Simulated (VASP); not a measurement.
# Ba2Cd (I4/mmm) in VASP: electric field gradients with LDA

Aim: the electric field gradients of Ba2Cd with LDA.

Everything below comes from runs of VASP 6.6.1. Logs are shortened: lines on timing, memory, paths and dates and some standing lists are left out, and cuts for length are marked.

**1. The cell of the first run**

The structure is tetragonal, space group I4/mmm (No. 139). The conventional cell has a = 4.288 Å, b = 4.288 Å, c = 15.463 Å, α = 90.00°, β = 90.00°, γ = 90.00°. Ba (site symmetry 4mm) has 4 Cd at 3.64 Å and 9 Ba at 4.04 to 4.78 Å within 4.8 Å. Cd (site symmetry 4/mmm) has 8 Ba at 3.64 Å and 4 Cd at 4.29 Å within 4.8 Å.

**2. Electric field gradients, LDA**

Contents of INCAR:

```
SYSTEM = Ba2Cd
ALGO = Normal ; EDIFF = 1E-8
ENCUT = 520 ; ISIF = 2
ISMEAR = -1 ; LASPH = .True.
LCHARG = .False. ; LEFG = .True.
LREAL = .False. ; LWAVE = .False.
NBANDS = 23 ; NELM = 100
PREC = Accurate ; SIGMA = 0.03
```

Contents of KPOINTS:

```
k-points
0
Gamma
  12 12 12
  0 0 0
```

Contents of POSCAR:

```
Ba2Cd
1.0
   -2.1440953799      2.1440953799      7.7313866590
    2.1440953799     -2.1440953799      7.7313866590
    2.1440953799      2.1440953799     -7.7313866590
Ba Cd
2 1
Direct
    0.6305127100      0.6305127100      0.0000000000
    0.3694872900      0.3694872900      0.0000000000
    0.0000000000      0.0000000000      0.0000000000
```

Potentials or basis: VASP PAW LDA potentials, release 64 (Ba_sv, Cd).

Launch:

```console
$ cat potpaw_LDA.64/Ba_sv/POTCAR potpaw_LDA.64/Cd/POTCAR > POTCAR
$ mpirun -np 1 vasp_std > vasp.out
```

OUTCAR:

```text
SYSTEM = Ba2Cd
   EDIFF = 1E-8
   ENCUT = 520
   ISIF = 2
   ISMEAR = -1
   LASPH = .True.
   LREAL = .False.
   NELM = 100
   PREC = Accurate

 ion  position               nearest neighbor table
   1  0.631  0.631  0.000-   3 3.64   3 3.64   3 3.64   3 3.64   2 4.04
   2  0.369  0.369  0.000-   3 3.64   3 3.64   3 3.64   3 3.64   1 4.04
   3  0.000  0.000  0.000-   2 3.64   1 3.64   1 3.64   1 3.64   1 3.64   2 3.64   2 3.64   2 3.64

  LATTYP: Found a body centered tetragonal cell.
 ALAT       =     4.2881907598
 C/A-ratio  =     3.6058967952

  Lattice vectors:

 A1 = (  -2.1440953799,   2.1440953799,   7.7313866590)
 A2 = (   2.1440953799,  -2.1440953799,   7.7313866590)
 A3 = (   2.1440953799,   2.1440953799,  -7.7313866590)

Analysis of symmetry for initial positions (statically):
=====================================================================
 Subroutine PRICEL returns:
 Original cell was already a primitive cell.

 Routine SETGRP: Setting up the symmetry group for a
 body centered tetragonal supercell.

 Subroutine GETGRP returns: Found 16 space group operations
 (whereof 16 operations were pure point group operations)
 out of a pool of 16 trial point group operations.

The static configuration has the point symmetry D_4h.

Analysis of symmetry for dynamics (positions and initial velocities):
=====================================================================
 Subroutine PRICEL returns:
 Original cell was already a primitive cell.

 Routine SETGRP: Setting up the symmetry group for a
 body centered tetragonal supercell.

 Subroutine GETGRP returns: Found 16 space group operations
 (whereof 16 operations were pure point group operations)
 out of a pool of 16 trial point group operations.

The dynamic configuration has the point symmetry D_4h.

 Subroutine INISYM returns: Found 16 space group operations
 (whereof 16 operations are pure point group operations),
 and found     1 'primitive' translations

----------------------------------------------------------------------------------------

                                     Primitive cell

  volume of cell :     142.1692

  direct lattice vectors                    reciprocal lattice vectors
    -2.144095380  2.144095380  7.731386659     0.000000000  0.233198581  0.064671452
[... 130 lines left out ...]
  ext. energy  EPLUGINS =         0.00000000
  ---------------------------------------------------
  free energy    TOTEN  =        -6.59469057 eV

  energy without entropy =       -6.58460382  energy(sigma->0) =       -6.58964719

 E-fermi :   1.5824     XC(G=0):  -8.3084

 val. band max:        1.5776644013   @ k =   0.3333   0.0833   0.0833
 cond. band min:       1.5852232028   @ k =  -0.1667  -0.3333   0.1667
 fundamental gap:      0.0075588015
 Fermi energy:         1.5823707338

 k-point     1 :       0.0000    0.0000    0.0000
  band No.  band energies     occupation
      1     -27.0433      2.00000
      2     -27.0077      2.00000
      3     -12.5329      2.00000
      4     -12.0638      2.00000
      5     -12.0638      2.00000
      6     -12.0596      2.00000
[... 613 lines left out ...]
     22       4.3654      0.00000
     23       5.0182      0.00000

 [... further k-points ...]

------------------------ aborting loop because EDIFF is reached ----------------------------------------

  FORCE on cell =-STRESS in cart. coord.  units (eV):
  Direction    XX          YY          ZZ          XY          YZ          ZX
  --------------------------------------------------------------------------------------
  -------------------------------------------------------------------------------------
  Total       -1.7179285     -1.7179285     -1.7369717      0.0000000      0.0000000      0.0000000
  in kB      -19.3602109    -19.3602109    -19.5748178      0.0000000      0.0000000      0.0000000
  external PRESSURE =     -19.4317465 kB  Pullay stress =       0.0000000 kB

 VOLUME and BASIS-vectors are now :
 -----------------------------------------------------------------------------
  energy-cutoff  :      520.00
  volume of cell :      142.17
      direct lattice vectors                 reciprocal lattice vectors
    -2.144095380  2.144095380  7.731386659     0.000000000  0.233198581  0.064671452
     2.144095380 -2.144095380  7.731386659     0.233198581  0.000000000  0.064671452
     2.144095380  2.144095380 -7.731386659     0.233198581  0.233198581  0.000000000

 POSITION                                       TOTAL-FORCE (eV/Angst)
 -----------------------------------------------------------------------------------
      0.00000      0.00000      9.74948        -0.000000     -0.000000     -0.116394
      0.00000      0.00000      5.71330         0.000000      0.000000      0.116394
      0.00000      0.00000      0.00000         0.000000      0.000000      0.000000
 -----------------------------------------------------------------------------------
    total drift:                               -0.000000      0.000000     -0.000000

  FREE ENERGIE OF THE ION-ELECTRON SYSTEM (eV)
  ---------------------------------------------------
  free  energy   TOTEN  =        -6.5946905701 eV

  energy  without entropy=       -6.5846038154  energy(sigma->0) =       -6.58964719

 Electric field gradients (V/A^2)
---------------------------------------------------------------------
 ion       V_xx      V_yy      V_zz      V_xy      V_xz      V_yz
---------------------------------------------------------------------
   1      -4.455    -4.455     8.911     0.000     0.000     0.000
   2      -4.455    -4.455     8.911     0.000     0.000     0.000
   3      -4.189    -4.189     8.378    -0.002    -0.001    -0.001
---------------------------------------------------------------------

 Electric field gradients after diagonalization (V/A^2)
 (convention: |V_zz| > |V_xx| > |V_yy|)
----------------------------------------------------------------------
 ion       V_xx      V_yy      V_zz     asymmetry (V_yy - V_xx)/ V_zz
----------------------------------------------------------------------
   1      -4.456    -4.455     8.911       0.000
   2      -4.456    -4.455     8.911       0.000
   3      -4.191    -4.187     8.378       0.000
----------------------------------------------------------------------

           NMR quadrupolar parameters

 Cq : quadrupolar parameter    Cq=e*Q*V_zz/h
 eta: asymmetry parameters     (V_yy - V_xx)/ V_zz
 Q  : nuclear electric quadrupole moment in mb (millibarn)
----------------------------------------------------------------------
 ion       Cq(MHz)       eta       Q (mb)
----------------------------------------------------------------------
   1       0.022       0.000       1.000
   2       0.022       0.000       1.000
   3       0.020       0.000       1.000
----------------------------------------------------------------------
```

It took 29 min on 1 thread of Intel Xeon Platinum 8259CL at 2.50GHz (Skylake/Cascade Lake), shared host; peak memory 0.79 GiB.

What came out:

```
Free energy                             : -6.5947 eV
Pressure                                : -1.9 GPa
Largest force                           : 0.116 eV/Å
Band gap on the k mesh                  : zero (bands 16 and 17 overlap by 1.15 eV)
Largest electric field gradient by atom : Ba +8.9; Cd +8.4 V/Å²
```

Forces on the atoms (eV/Å):
```
Ba   0.000  0.000 -0.116
Ba   0.000  0.000  0.116
Cd   0.000  0.000  0.000
```

Levels at points of the mesh, in eV from the Fermi level:
```tsv
k point	band 14	band 15	band 16	band 17	band 18	band 19
(0.00, 0.00, 0.00)	-4.55	-1.34	-0.39	0.58	0.80	1.21
(0.50, 0.00, 0.00)	-3.28	-1.39	-0.07	0.62	1.14	1.17
(0.50, 0.50, 0.00)	-2.90	-0.81	-0.70	-0.49	0.91	1.04
(0.50, 0.50, 0.50)	-4.31	-2.14	0.33	0.37	1.11	1.29
```

Electric field gradients, principal values (V/Å²):
| atom | least | middle | greatest (by size) |
| --- | --- | --- | --- |
| 1 Ba | -4.455 | -4.456 | 8.911 |
| 2 Ba | -4.455 | -4.456 | 8.911 |
| 3 Cd | -4.187 | -4.191 | 8.378 |

Caveat: without QUAD_EFG the Cq values of the log hold for a quadrupole moment of 1 mb, not for the nuclei; spin-orbit coupling is left out, which moves the levels of the heavy elements.
